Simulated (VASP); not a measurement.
# Mn (Fd-3m) in VASP: further runs, part 2 of 2

VASP 6.6.1. The steps go on from the part before.

**4. Single point, PBE, collinear spin, ferromagnetic start (13.66 Å³/atom)**

This run uses another cell than the first one, of 13.66 Å³/atom.

Contents of INCAR:

```
SYSTEM = Mn
ALGO     = Normal         ! electronic algorithm
EDIFF    = 1E-6           ! SCF threshold, eV
ENCUT    = 520            ! plane-wave cutoff, eV
GGA      = PE             ! functional
ISIF     = 2              ! what is computed and relaxed
ISMEAR   = -1             ! smearing method
ISPIN    = 2              ! spin polarisation
LASPH    = .TRUE.         ! aspherical terms in the spheres
LCHARG   = .FALSE.        ! write CHGCAR
LMAXMIX  = 4              ! l up to which the mixer works
LORBIT   = 11             ! projections on sites
LREAL    = .FALSE.        ! projectors in reciprocal space
LWAVE    = .FALSE.        ! write WAVECAR
MAGMOM   = 3 3            ! initial moments
NBANDS   = 24             ! bands
NELM     = 150            ! most SCF steps
PREC     = Accurate       ! precision mode
SIGMA    = 0.1            ! smearing width, eV
```

Contents of KPOINTS:

```
k-points
0
G
  14 14 14
  0 0 0
```

Contents of POSCAR:

```
Mn
1.0
    0.0000000000      2.3906996382      2.3906996382
    2.3906996382      0.0000000000      2.3906996382
    2.3906996382      2.3906996382      0.0000000000
Mn
2
Direct
   -0.1250000000     -0.1250000000     -0.1250000000
    0.1250000000      0.1250000000      0.1250000000
```

Potentials or basis: VASP PAW PBE potentials, release 64 (Mn_pv).

On the command line:

```
cat potpaw_PBE.64/Mn_pv/POTCAR > POTCAR
mpirun -np 1 vasp_std > vasp.out
```

OUTCAR:

```text
SYSTEM = Mn
   EDIFF = 1E-6
   ENCUT = 520
   GGA = PE
   ISIF = 2
   ISMEAR = -1
   ISPIN = 2
   LASPH = .TRUE.
   LORBIT = 11
   LREAL = .FALSE.
   NELM = 150
   PREC = Accurate

 ion  position               nearest neighbor table
   1  0.875  0.875  0.875-   2 2.07   2 2.07   2 2.07   2 2.07
   2  0.125  0.125  0.125-   1 2.07   1 2.07   1 2.07   1 2.07

  LATTYP: Found a face centered cubic cell.
 ALAT       =     4.7813992764

  Lattice vectors:

 A1 = (   0.0000000000,   2.3906996382,   2.3906996382)
 A2 = (   2.3906996382,   0.0000000000,   2.3906996382)
 A3 = (   2.3906996382,   2.3906996382,   0.0000000000)

Analysis of symmetry for initial positions (statically):
=====================================================================
 Subroutine PRICEL returns:
 Original cell was already a primitive cell.

 Routine SETGRP: Setting up the symmetry group for a
 face centered cubic supercell.

 Subroutine GETGRP returns: Found 48 space group operations
 (whereof 12 operations were pure point group operations)
 out of a pool of 48 trial point group operations.

[... 1488 lines left out ...]
     24      26.4249      0.00000

 [... further k-points ...]

------------------------ aborting loop because EDIFF is reached ----------------------------------------

  FORCE on cell =-STRESS in cart. coord.  units (eV):
  Direction    XX          YY          ZZ          XY          YZ          ZX
  --------------------------------------------------------------------------------------
  -------------------------------------------------------------------------------------
  Total        3.4341467      3.4341467      3.4341467     -0.0000000     -0.0000000      0.0000000
  in kB      201.3373672    201.3373672    201.3373672     -0.0000000     -0.0000000      0.0000000
  external PRESSURE =     201.3373672 kB  Pullay stress =       0.0000000 kB

 VOLUME and BASIS-vectors are now :
 -----------------------------------------------------------------------------
  energy-cutoff  :      520.00
  volume of cell :       27.33
      direct lattice vectors                 reciprocal lattice vectors
     0.000000000  2.390699638  2.390699638    -0.209143797  0.209143797  0.209143797
     2.390699638  0.000000000  2.390699638     0.209143797 -0.209143797  0.209143797
     2.390699638  2.390699638  0.000000000     0.209143797  0.209143797 -0.209143797

 POSITION                                       TOTAL-FORCE (eV/Angst)
 -----------------------------------------------------------------------------------
      4.18372      4.18372      4.18372         0.000000     -0.000000      0.000000
      0.59767      0.59767      0.59767        -0.000000      0.000000     -0.000000
 -----------------------------------------------------------------------------------
    total drift:                                0.000000     -0.000000     -0.000000

  FREE ENERGIE OF THE ION-ELECTRON SYSTEM (eV)
  ---------------------------------------------------
  free  energy   TOTEN  =       -15.0293665018 eV

  energy  without entropy=      -14.9667668853  energy(sigma->0) =      -14.99806669

 total charge

# of ion       s       p       d       tot
------------------------------------------
    1        0.514   6.298   5.427  12.239
    2        0.514   6.298   5.427  12.239
--------------------------------------------------
tot          1.028  12.597  10.853  24.477

 magnetization (x)

# of ion       s       p       d       tot
------------------------------------------
    1       -0.000  -0.000  -0.000  -0.000
    2       -0.000  -0.000  -0.000  -0.000
--------------------------------------------------
tot         -0.000  -0.000  -0.000  -0.000
```

stdout:

```text
POSCAR found type information on POSCAR Mn
 POSCAR found :  1 types and       2 ions
 scaLAPACK will be used
 LDA part: xc-table for (Slater+PW92), standard interpolation
 POSCAR, INCAR and KPOINTS ok, starting setup
 FFT: planning ... GRIDC
 FFT: planning ... GRID_SOFT
 FFT: planning ... GRID
 WAVECAR not read
 entering main loop
```

Wall time 61 s (1 thread of Intel Xeon 6975P-C (Granite Rapids), shared host); peak memory 0.23 GiB.

Results:

```yaml
Free_energy: -15.0294 eV
Pressure: 20.1 GPa
Band_gap_on_the_k_mesh: zero (filled and empty bands overlap)
Net_moment: 0.00 μB per cell
Valence_electrons_inside_the_program's_atomic_spheres: Mn 12.24
```

Levels at points of the mesh, in eV from the Fermi level:
Spin up:
```
           k point  band 11  band 12  band 13  band 14  band 15  band 16
(0.00, 0.00, 0.00)    -1.91    -1.91     0.46     0.46     0.46     2.58
(0.50, 0.00, 0.00)    -1.97    -1.97    -0.42     1.22     1.22     2.23
(0.50, 0.50, 0.00)    -0.49    -0.49     0.02     0.02     2.47     2.47
```
Spin down:
| k point | band 10 | band 11 | band 12 | band 13 | band 14 | band 15 | band 16 | band 17 |
| --- | --- | --- | --- | --- | --- | --- | --- | --- |
| (0.00, 0.00, 0.00) | -1.91 | -1.91 | -1.91 | 0.46 | 0.46 | 0.46 | 2.58 | 2.58 |
| (0.50, 0.00, 0.00) | -2.33 | -1.97 | -1.97 | -0.42 | 1.22 | 1.22 | 2.23 | 2.23 |
| (0.50, 0.50, 0.00) | -1.88 | -0.49 | -0.49 | 0.02 | 0.02 | 2.47 | 2.47 | 3.94 |

Caveat: atoms lie so close that the PAW spheres overlap strongly, which falsifies energies and pressures; the cell stands under pressure.

**5. Single point, PBE, collinear spin, ferromagnetic start (15.18 Å³/atom)**

This run uses another cell than the first one, of 15.18 Å³/atom.

Contents of INCAR:

```
SYSTEM = Mn
ALGO = Normal
EDIFF = 1E-7
ENCUT = 520
GGA = PE
ISIF = 2
ISMEAR = -1
ISPIN = 2
LASPH = .True.
LCHARG = .True.
LELF = .True.
LMAXMIX = 4
LORBIT = 11
LREAL = .False.
LVHAR = .True.
LWAVE = .False.
MAGMOM = 3 3
NBANDS = 24
NELM = 150
PREC = Accurate
SIGMA = 0.1
```

Contents of KPOINTS:

```
k-points
0
Gamma
  14 14 14
  0 0 0
```

Contents of POSCAR:

```
Mn
1.0
    0.0000000000      2.4761532093      2.4761532093
    2.4761532093      0.0000000000      2.4761532093
    2.4761532093      2.4761532093      0.0000000000
Mn
2
Direct
   -0.1250000000     -0.1250000000     -0.1250000000
    0.1250000000      0.1250000000      0.1250000000
```

Potentials or basis: VASP PAW PBE potentials, release 64 (Mn_pv).

On the command line:

```
cat potpaw_PBE.64/Mn_pv/POTCAR > POTCAR
mpirun -np 1 vasp_std > vasp.out
```

OUTCAR:

```text
SYSTEM = Mn
   EDIFF = 1E-7
   ENCUT = 520
   GGA = PE
   ISIF = 2
   ISMEAR = -1
   ISPIN = 2
   LASPH = .True.
   LORBIT = 11
   LREAL = .False.
   NELM = 150
   PREC = Accurate

 ion  position               nearest neighbor table
   1  0.875  0.875  0.875-   2 2.14   2 2.14   2 2.14   2 2.14
   2  0.125  0.125  0.125-   1 2.14   1 2.14   1 2.14   1 2.14

  LATTYP: Found a face centered cubic cell.
 ALAT       =     4.9523064186

  Lattice vectors:

 A1 = (   0.0000000000,   2.4761532093,   2.4761532093)
 A2 = (   2.4761532093,   0.0000000000,   2.4761532093)
 A3 = (   2.4761532093,   2.4761532093,   0.0000000000)

Analysis of symmetry for initial positions (statically):
=====================================================================
 Subroutine PRICEL returns:
 Original cell was already a primitive cell.

 Routine SETGRP: Setting up the symmetry group for a
 face centered cubic supercell.

 Subroutine GETGRP returns: Found 48 space group operations
 (whereof 12 operations were pure point group operations)
 out of a pool of 48 trial point group operations.

[... 1488 lines left out ...]
     24      24.1544      0.00000

 [... further k-points ...]

------------------------ aborting loop because EDIFF is reached ----------------------------------------

  FORCE on cell =-STRESS in cart. coord.  units (eV):
  Direction    XX          YY          ZZ          XY          YZ          ZX
  --------------------------------------------------------------------------------------
  -------------------------------------------------------------------------------------
  Total        0.0970099      0.0970099      0.0970099     -0.0000000      0.0000000      0.0000000
  in kB        5.1187496      5.1187496      5.1187496     -0.0000000      0.0000000      0.0000000
  external PRESSURE =       5.1187496 kB  Pullay stress =       0.0000000 kB

 VOLUME and BASIS-vectors are now :
 -----------------------------------------------------------------------------
  energy-cutoff  :      520.00
  volume of cell :       30.36
      direct lattice vectors                 reciprocal lattice vectors
     0.000000000  2.476153209  2.476153209    -0.201926116  0.201926116  0.201926116
     2.476153209  0.000000000  2.476153209     0.201926116 -0.201926116  0.201926116
     2.476153209  2.476153209  0.000000000     0.201926116  0.201926116 -0.201926116

 POSITION                                       TOTAL-FORCE (eV/Angst)
 -----------------------------------------------------------------------------------
      4.33327      4.33327      4.33327        -0.000000     -0.000000     -0.000000
      0.61904      0.61904      0.61904         0.000000      0.000000      0.000000
 -----------------------------------------------------------------------------------
    total drift:                                0.000000     -0.000000     -0.000000

  FREE ENERGIE OF THE ION-ELECTRON SYSTEM (eV)
  ---------------------------------------------------
  free  energy   TOTEN  =       -15.2092229670 eV

  energy  without entropy=      -15.1433603238  energy(sigma->0) =      -15.17629165

 total charge

# of ion       s       p       d       tot
------------------------------------------
    1        0.481   6.258   5.312  12.051
    2        0.481   6.258   5.312  12.051
--------------------------------------------------
tot          0.962  12.516  10.624  24.102

 magnetization (x)

# of ion       s       p       d       tot
------------------------------------------
    1       -0.000  -0.000  -0.000  -0.000
    2       -0.000  -0.000  -0.000  -0.000
--------------------------------------------------
tot         -0.000  -0.000  -0.000  -0.000
```

OSZICAR:

```text
N       E                     dE             d eps       ncg     rms          rms(c)
DAV:   1     0.268951781435E+03    0.26895E+03   -0.15344E+04 10016   0.143E+03
DAV:   2    -0.374686190634E+01   -0.27270E+03   -0.26072E+03 10152   0.396E+02
DAV:   3    -0.143672653449E+02   -0.10620E+02   -0.10569E+02 11664   0.912E+01
DAV:   4    -0.144828757666E+02   -0.11561E+00   -0.11560E+00 11208   0.920E+00
DAV:   5    -0.144853009332E+02   -0.24252E-02   -0.24251E-02 11656   0.133E+00    0.185E+01
DAV:   6    -0.149120866831E+02   -0.42679E+00   -0.64185E+00 11216   0.267E+01    0.528E+00
DAV:   7    -0.151552385707E+02   -0.24315E+00   -0.48117E-01 11208   0.715E+00    0.359E+00
DAV:   8    -0.152097546322E+02   -0.54516E-01   -0.55295E-02 11064   0.217E+00    0.129E+00
DAV:   9    -0.152081666339E+02    0.15880E-02   -0.13280E-02 11696   0.886E-01    0.578E-01
DAV:  10    -0.152090650119E+02   -0.89838E-03   -0.30370E-03 11368   0.573E-01    0.212E-01
DAV:  11    -0.152092121523E+02   -0.14714E-03   -0.56765E-04 11200   0.265E-01    0.437E-02
DAV:  12    -0.152092250248E+02   -0.12873E-04   -0.25630E-05 11176   0.493E-02    0.109E-02
DAV:  13    -0.152092244219E+02    0.60292E-06   -0.13015E-06 11304   0.106E-02    0.693E-03
DAV:  14    -0.152092232615E+02    0.11604E-05   -0.25167E-07 11304   0.451E-03    0.283E-03
DAV:  15    -0.152092229345E+02    0.32698E-06   -0.66996E-08  5792   0.254E-03    0.269E-04
DAV:  16    -0.152092229670E+02   -0.32441E-07   -0.44370E-09  5280   0.748E-04
   1 F= -.15209223E+02 E0= -.15176292E+02  d E =-.658626E-01  mag=    -0.0000
```

stdout:

```text
POSCAR found type information on POSCAR Mn
 POSCAR found :  1 types and       2 ions
 scaLAPACK will be used
 LDA part: xc-table for (Slater+PW92), standard interpolation
 POSCAR, INCAR and KPOINTS ok, starting setup
 FFT: planning ... GRIDC
 FFT: planning ... GRID_SOFT
 FFT: planning ... GRID
 WAVECAR not read
 entering main loop
```

Run time: 4.2 min. Hardware: 1 thread of Intel Xeon 8259CL, shared host; peak memory 0.24 GiB.

Results:

```yaml
Free_energy: -15.2092 eV
Pressure: 0.5 GPa
Band_gap_on_the_k_mesh: zero (filled and empty bands overlap)
Net_moment: 0.00 μB per cell
Valence_electrons_inside_the_program's_atomic_spheres: Mn 12.05
```
